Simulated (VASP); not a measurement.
Here is a VASP 6.6.1 calculation.

INCAR

```
SYSTEM = Sc
ALGO = Normal
EDIFF = 1E-7
ENCUT = 520
GGA = RP
ISIF = 2
ISMEAR = 1
LASPH = .TRUE.
LCHARG = .FALSE.
LREAL = .FALSE.
LWAVE = .FALSE.
NBANDS = 18
NELM = 100
PREC = Accurate
SIGMA = 0.05
```

The input KPOINTS:

```
k-points
0
G
  8 8 4
  0 0 0
```

File POSCAR:

```
Sc
1.0
    3.3544554838      0.0000000000      0.0000000000
   -1.6772277419      2.9050436649      0.0000000000
    0.0000000000      0.0000000000      5.2412949227
Sc
2
Direct
    0.3333333333      0.6666666667      0.2500000000
    0.6666666667      0.3333333333      0.7500000000
```

Potentials or basis: VASP PAW PBE potentials, release 64 (Sc_sv).

The run is started by

```sh
$ cat potpaw_PBE.64/Sc_sv/POTCAR > POTCAR
$ mpirun -np 1 vasp_std > vasp.out
```

(1) Estimate the band gap on the k mesh.

(2) What does it give for the pressure?

## Answers

(1) zero (bands 11 and 12 overlap by 1.41 eV).

(2) 0.0 GPa.

Caveat: the PAW data sets were made with another functional, which shifts forces and pressure a little.
